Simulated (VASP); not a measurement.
A run of VASP 6.6.1 is set up as follows.

The input INCAR:

```
PREC = Accurate
ENCUT = 520
EDIFF = 1E-6
ISMEAR = 0
SIGMA = 0.1
LREAL = F
LASPH = T
NELM = 80
ALGO = Normal
ISIF = 2
LWAVE = F
LCHARG = F
GGA = PE
NBANDS = 36
```

Contents of KPOINTS:

```
Automatic mesh
0
Gamma
  4 4 4
```

The input POSCAR:

```
Ge
1.0
   -3.2583480500      3.2583480500      3.2583480500
    3.2583480500     -3.2583480500      3.2583480500
    3.2583480500      3.2583480500     -3.2583480500
Ge
4
Direct
    0.7500000000      0.7500000000      0.7500000000
    0.5000000000      0.0000000000      0.7500000000
    0.0000000000      0.7500000000      0.5000000000
    0.7500000000      0.5000000000      0.0000000000
```

Potentials or basis: VASP PAW PBE potentials, release 64 (Ge_d).

The run is started by

```sh
$ cat potpaw_PBE.64/Ge_d/POTCAR > POTCAR
$ mpirun -np 1 vasp_std > vasp.out
```

**Question.** Estimate the band gap on the k mesh.

**Answer.** Zero (band 28 reaches 2.05 eV, above the bottom of band 29 at 0.54 eV).

**Question.** Predict the pressure.

**Answer.** 6.0 GPa.
